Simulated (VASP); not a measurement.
# Sc5Al11N16 (P1) in VASP: single point with PBE

Aim: the single point of Sc5Al11N16 with PBE.

All numbers are computed with VASP 6.6.1; they aren't measurements. Logs are shortened: lines on timing, memory, paths and dates and some standing lists are left out, and cuts for length are marked.

**1. The cell of the first run**

The typed cell holds 32 atoms: a = 6.522 Å, b = 6.552 Å, c = 10.241 Å, α = 89.84°, β = 90.07°, γ = 120.07°.

**2. Single point, PBE**

The input, INCAR:

```
SYSTEM = Sc5Al11N16
PREC     = Accurate       ! precision mode
ENCUT    = 520            ! plane-wave cutoff, eV
EDIFF    = 1E-7           ! SCF threshold, eV
ISMEAR   = 0              ! smearing method
SIGMA    = 0.01           ! smearing width, eV
LREAL    = Auto         
LASPH    = .TRUE.         ! aspherical terms in the spheres
NELM     = 80             ! most SCF steps
ALGO     = Normal         ! electronic algorithm
ISIF     = 2              ! what is computed and relaxed
LWAVE    = .FALSE.        ! write WAVECAR
LCHARG   = .FALSE.        ! write CHGCAR
GGA      = PE             ! functional
NBANDS   = 106            ! bands
```

The input, KPOINTS:

```
regular mesh
0
G
  4 4 3
  0 0 0
```

The input, POSCAR:

```
Sc5Al11N16
1.0
    6.5218157998     -0.0129897164     -0.0038745301
   -3.2721573243      5.6767946579      0.0090320319
   -0.0059864189      0.0126577225     10.2408754527
Al Sc N
11 5 16
Direct
    0.1666006470      0.3372294647      0.5059144865
    0.1640505816      0.8270385764     -0.0003238936
    0.3331601516      0.6661140083      0.2551348023
    0.1627406299      0.8266734256      0.5000683723
    0.3287159962      0.6680453918      0.7440452649
    0.6704357366      0.3375084550     -0.0039570331
    0.6722997869      0.3385871637      0.5046670605
    0.8325590428      0.1710789008      0.7437397195
    0.8325014672      0.6645906407      0.2505216897
    0.6670775391      0.8306638011      0.5034770043
    0.8383098982      0.6626074790      0.7475479260
    0.1657846028      0.3410605978     -0.0079562400
    0.3350998292      0.1669913982      0.2482036305
    0.3342477875      0.1606322349      0.7420275970
    0.8319876441      0.1686603247      0.2539019816
    0.6646130265      0.8314981930     -0.0086673367
    0.1753517301      0.3526223168      0.1959486433
    0.3339241027      0.1670323003      0.4596490608
    0.1601893350      0.3436583370      0.6938579416
    0.3395789888      0.1552858003      0.9505133286
    0.1570878829      0.8115500766      0.1900839687
    0.3342950942      0.6672274294      0.4451925239
    0.1547670601      0.8112350802      0.6840591645
    0.3239963016      0.6810847069      0.9283701035
    0.6784239873      0.3541848379      0.1835322712
    0.8328021091      0.1656928357      0.4583389201
    0.6863798044      0.3457129245      0.6885329860
    0.8205706056      0.1753819655      0.9315936884
    0.6576801075      0.8161911076      0.1983964066
    0.8325960669      0.6655782013      0.4411145597
    0.6679533715      0.8307895568      0.6941422387
    0.8442190852      0.6577924674      0.9343291627
```

Potentials or basis: VASP PAW PBE potentials, release 64 (Al, Sc_sv, N).

Started as:

```console
$ cat potpaw_PBE.64/Al/POTCAR potpaw_PBE.64/Sc_sv/POTCAR potpaw_PBE.64/N/POTCAR > POTCAR
$ mpirun -np 1 vasp_std > vasp.out
```

OUTCAR:

```text
SYSTEM = Sc5Al11N16
   PREC = Accurate
   ENCUT = 520
   EDIFF = 1E-7
   ISMEAR = 0
   LREAL = Auto
   LASPH = .TRUE.
   NELM = 80
   ISIF = 2
   GGA = PE

 ion  position               nearest neighbor table
   1  0.167  0.337  0.506-  19 1.93  26 1.95  22 1.97  18 1.97   8 3.08   5 3.08  14 3.10   3 3.17
                            15 3.20   4 3.22   7 3.23  10 3.25  13 3.27  10 3.29   7 3.29   4 3.33
   2  0.164  0.827  1.000-  24 1.88  32 1.93  20 1.93  21 1.95  11 3.17   9 3.18  12 3.19  13 3.20
                             5 3.20   6 3.21   3 3.21  14 3.24  16 3.25  16 3.27   6 3.32  12 3.36
   3  0.333  0.666  0.255-  17 1.88  29 1.92  21 1.94  22 1.95   4 3.13  10 3.17   1 3.17   2 3.21
                            15 3.26   9 3.26   9 3.26  12 3.27  15 3.27  13 3.28  13 3.28  16 3.29
   4  0.163  0.827  0.500-  23 1.89  22 1.96  30 1.96  18 1.97   5 3.10  14 3.12  11 3.13   3 3.13
                             9 3.16   7 3.20  13 3.22   1 3.22  10 3.25  10 3.28   1 3.33   7 3.34
   5  0.329  0.668  0.744-  24 1.89  23 1.90  19 1.91  31 1.98   1 3.08   4 3.10  10 3.12  12 3.14
                            16 3.16  11 3.18   2 3.20  14 3.21   8 3.24   8 3.29  11 3.34  14 3.34
   6  0.670  0.338  0.996-  28 1.89  25 1.92  32 1.92  20 1.93  11 3.14   8 3.19  13 3.20   9 3.20
                             2 3.21  12 3.22  14 3.22  15 3.23  16 3.26  16 3.30  12 3.30   2 3.32
   7  0.672  0.339  0.505-  27 1.88  26 1.95  30 1.96  18 1.96   8 3.07  14 3.09  11 3.10  15 3.18
                             9 3.19   4 3.20   1 3.23  10 3.24  13 3.24   1 3.29  10 3.31   4 3.34
   8  0.833  0.171  0.744-  27 1.90  19 1.92  28 1.93  31 2.00   7 3.07   1 3.08  10 3.13  12 3.16
                            16 3.18   6 3.19  11 3.20  14 3.22   5 3.24   5 3.29  14 3.31  11 3.35
   9  0.833  0.665  0.251-  25 1.89  29 1.92  21 1.94  30 1.95   4 3.16   2 3.18   7 3.19   6 3.20
[... 17 lines left out ...]
  19  0.160  0.344  0.694-   5 1.91   8 1.92   1 1.93  14 2.08
  20  0.340  0.155  0.951-   6 1.93   2 1.93  12 2.08  14 2.14
  21  0.157  0.812  0.190-   9 1.94   3 1.94   2 1.95  13 2.10
  22  0.334  0.667  0.445-   3 1.95   4 1.96   1 1.97  10 1.97
[... 8 lines left out ...]
  31  0.668  0.831  0.694-  10 1.95   5 1.98  11 1.99   8 2.00
  32  0.844  0.658  0.934-  11 1.91   6 1.92   2 1.93  16 2.09

  LATTYP: Found a triclinic cell.
 ALAT       =     6.5523349060
 B/A-ratio  =     0.9953444047
 C/A-ratio  =     1.5629367503
 COS(alpha) =     0.0011811070
 COS(beta)  =     0.0027412075
 COS(gamma) =     0.5011133138

  Lattice vectors:

 A1 = (  -3.2721573243,   5.6767946579,   0.0090320319)
 A2 = (  -6.5218157998,   0.0129897164,   0.0038745301)
 A3 = (  -0.0059864189,   0.0126577225,  10.2408754527)

Analysis of symmetry for initial positions (statically):
=====================================================================
 Subroutine PRICEL returns:
 Original cell was already a primitive cell.

 Routine SETGRP: Setting up the symmetry group for a
 triclinic supercell.

 Subroutine GETGRP returns: Found  1 space group operations
 (whereof  1 operations were pure point group operations)
 out of a pool of  2 trial point group operations.

[... 191 lines left out ...]
   IALGO  =     38    algorithm
   IMIX   =      4    mixing-type and parameters
     AMIX     =   0.40;   BMIX     =  1.00
     AMIX_MAG =   1.60;   BMIX_MAG =  1.00
  volume/ion in A,a.u.               =      11.83        79.86
  Fermi-wavevector in a.u.,A,eV,Ry     =   1.248557  2.359430 21.210034  1.558894
  Thomas-Fermi vector in A             =   2.382638
   LORBIT       =      0    0 simple, 1 ext, 2 COOP (PROOUT), +10 PAW based schemes
   GGA     = PE    functional components
   LHFCALC =     F    Hartree Fock is set to
   AEXX    =    0.0000 exact exchange contribution
   IVDW    =     0    specifies the selected vdW correction
   LEPSILON=     F    determine dielectric tensor
   LRPA    =     F    only Hartree local field effects (RPA)
 non-spin polarized calculation
 Gauss-broadening in eV      SIGMA  =   0.01
  energy-cutoff  :      520.00
  volume of cell :      378.71
 maximum number of plane-waves:     10218
 NGX is ok and might be reduce to    50
   NGX = 25   NGY = 25   NGZ = 39

 number of electron     167.9999997 magnetization

 Free energy of the ion-electron system (eV)
  ---------------------------------------------------
  ext. energy  EPLUGINS =         0.00000000
  ---------------------------------------------------
  free energy    TOTEN  =      -250.99766789 eV

  energy without entropy =     -250.99766789  energy(sigma->0) =     -250.99766789

 E-fermi :   4.7903     XC(G=0): -10.6909

 val. band max:        4.7036800352   @ k =   0.0000   0.0000   0.0000
 cond. band min:       8.1157291621   @ k =   0.0000   0.0000   0.0000
 fundamental gap:      3.4120491269
 Fermi energy:         4.7902681221

 k-point     1 :       0.0000    0.0000    0.0000
  band No.  band energies     occupation
      1     -42.3150      2.00000
      2     -42.2882      2.00000
      3     -42.1423      2.00000
      4     -42.1220      2.00000
      5     -42.0718      2.00000
      6     -21.2486      2.00000
[... 2365 lines left out ...]
     95       9.6478      0.00000
     96       9.7104      0.00000

 [... further k-points ...]

 [bands above 96 left out]

------------------------ aborting loop because EDIFF is reached ----------------------------------------

  FORCE on cell =-STRESS in cart. coord.  units (eV):
  Direction    XX          YY          ZZ          XY          YZ          ZX
  --------------------------------------------------------------------------------------
  -------------------------------------------------------------------------------------
  Total       -1.0361674     -1.0533741     -2.2368205      0.0345623     -0.0388092      0.0496411
  in kB       -4.3836048     -4.4563997     -9.4630822      0.1462191     -0.1641859      0.2100115
  external PRESSURE =      -6.1010289 kB  Pullay stress =       0.0000000 kB

 VOLUME and BASIS-vectors are now :
 -----------------------------------------------------------------------------
  energy-cutoff  :      520.00
  volume of cell :      378.71
      direct lattice vectors                 reciprocal lattice vectors
     6.521815800 -0.012989716 -0.003874530     0.153507754  0.088483331 -0.000019631
    -3.272157324  5.676794658  0.009032032     0.000351130  0.176358487 -0.000217774
    -0.005986419  0.012657722 10.240875453     0.000057768 -0.000122064  0.097648086

 POSITION                                       TOTAL-FORCE (eV/Angst)
 -----------------------------------------------------------------------------------
     -0.01996      1.91862      5.18341         0.003107     -0.000310      0.003569
     -1.64228      4.70545     10.24439        -0.001890     -0.002514     -0.002288
     -0.00835      3.78029      2.61753         0.000075      0.002343     -0.000116
     -1.64663      4.69707      5.12797        -0.000494     -0.002275      0.000533
     -0.04658      3.79750      7.62444        -0.001273      0.000499      0.001473
      3.26211      1.91987     10.20080        -0.003232     -0.000106     -0.001275
[... 24 lines left out ...]
      1.63364      4.71633      7.11354         0.000038     -0.001779     -0.003211
      3.34785      3.73501      9.57102         0.050843     -0.028912     -0.017189
 -----------------------------------------------------------------------------------
    total drift:                               -0.011109      0.002987      0.004300

  FREE ENERGIE OF THE ION-ELECTRON SYSTEM (eV)
  ---------------------------------------------------
  free  energy   TOTEN  =      -250.9976678946 eV

  energy  without entropy=     -250.9976678946  energy(sigma->0) =     -250.99766789
```

OSZICAR:

```text
N       E                     dE             d eps       ncg     rms          rms(c)
DAV:   1     0.254400587360E+04    0.25440E+04   -0.71269E+04  5544   0.155E+03
DAV:   2     0.290177771979E+03   -0.22538E+04   -0.21936E+04  5624   0.541E+02
DAV:   3    -0.243220519019E+03   -0.53340E+03   -0.51017E+03  8962   0.228E+02
[... 10 lines left out ...]
DAV:  14    -0.250997662518E+03   -0.59978E-05   -0.42515E-04  8168   0.919E-02    0.159E-02
DAV:  15    -0.250997666519E+03   -0.40008E-05   -0.32145E-05  8520   0.269E-02    0.131E-02
DAV:  16    -0.250997667462E+03   -0.94320E-06   -0.75829E-06  8928   0.118E-02    0.643E-03
DAV:  17    -0.250997667799E+03   -0.33711E-06   -0.40516E-06  8256   0.737E-03    0.281E-03
DAV:  18    -0.250997667920E+03   -0.12137E-06   -0.16148E-06  7512   0.474E-03    0.237E-03
DAV:  19    -0.250997667895E+03    0.25822E-07   -0.12245E-07  4104   0.228E-03
   1 F= -.25099767E+03 E0= -.25099767E+03  d E =-.323133E-36
```

stdout:

```text
POSCAR found type information on POSCAR AlScN
 POSCAR found :  3 types and      32 ions
 scaLAPACK will be used
 LDA part: xc-table for (Slater+PW92), standard interpolation
 POSCAR, INCAR and KPOINTS ok, starting setup
 FFT: planning ... GRIDC
 FFT: planning ... GRID_SOFT
 FFT: planning ... GRID
 WAVECAR not read
 entering main loop
```

Run time: 64 min. Hardware: 1 thread of Oxide Virtual Turin-like, shared host; peak memory 0.85 GiB.

Results:

```yaml
Free_energy: -250.9977 eV
Pressure: -0.6 GPa
Largest_force: 0.084 eV/Å
Band_gap_on_the_k_mesh: 3.41 eV
```

Forces on the atoms (eV/Å):
```
Al   0.003  0.000  0.004
Al  -0.002 -0.003 -0.002
Al   0.000  0.002  0.000
Al   0.000 -0.002  0.001
Al  -0.001  0.000  0.001
Al  -0.003  0.000 -0.001
Al  -0.001 -0.001  0.002
Al  -0.002  0.002  0.002
Al   0.001  0.002  0.000
Al  -0.002  0.003  0.003
Al   0.002 -0.001  0.001
Sc   0.010 -0.008  0.000
Sc   0.006 -0.018  0.016
Sc  -0.005 -0.001  0.006
Sc  -0.008 -0.012  0.004
Sc   0.014 -0.004  0.013
N    0.000  0.077  0.019
N    0.000  0.001  0.039
N   -0.050  0.032 -0.018
N    0.054 -0.032  0.035
N    0.000 -0.057 -0.019
N    0.000  0.000 -0.005
N    0.000 -0.061 -0.018
N   -0.061  0.037 -0.043
N    0.001  0.070 -0.046
N    0.001  0.001  0.054
N    0.052  0.033 -0.017
N   -0.061  0.033 -0.041
N    0.000 -0.063  0.037
N    0.001 -0.001 -0.004
N    0.000 -0.002 -0.003
N    0.051 -0.029 -0.017
```

A k mesh can miss the band edges.
